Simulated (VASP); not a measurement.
Input of a VASP 6.6.1 run:

The input INCAR:

```
ALGO     = Normal         # electronic algorithm
EDIFF    = 1E-6           # SCF threshold, eV
ENCUT    = 520            # plane-wave cutoff, eV
GGA      = PE             # functional
ISIF     = 2              # what is computed and relaxed
ISMEAR   = 0              # smearing method
LASPH    = T              # aspherical terms in the spheres
LCHARG   = T              # write CHGCAR
LELF     = T              # ELF
LREAL    = F              # projectors in reciprocal space
LVHAR    = T            
LWAVE    = F              # write WAVECAR
NBANDS   = 16             # bands
NELM     = 60             # most SCF steps
PREC     = Accurate       # precision mode
SIGMA    = 0.05           # smearing width, eV
```

Contents of KPOINTS:

```
k-points
0
Gamma
  10 10 10
```

POSCAR

```
ZnS
1.0
    0.0000000000      2.5964640000      2.7046500000
    2.5964640000      0.0000000000      2.7046500000
    2.5964640000      2.5964640000      0.0000000000
Zn S
1 1
Direct
    0.0000000000      0.0000000000      0.0000000000
    0.7500000000      0.7500000000      0.7500000000
```

Potentials or basis: VASP PAW PBE potentials, release 64 (Zn, S).

Command:

```bash
$ cat potpaw_PBE.64/Zn/POTCAR potpaw_PBE.64/S/POTCAR > POTCAR
$ mpirun -np 1 vasp_std > vasp.out
```

(1) What does it give for the pressure?

(2) Estimate the band gap on the k mesh.

Answers

(1) 8.9 GPa.

(2) 2.41 eV, direct.

Caveat: the cell differs from its parent crystal (strain -0.040 along x and y, +0.000 along z).
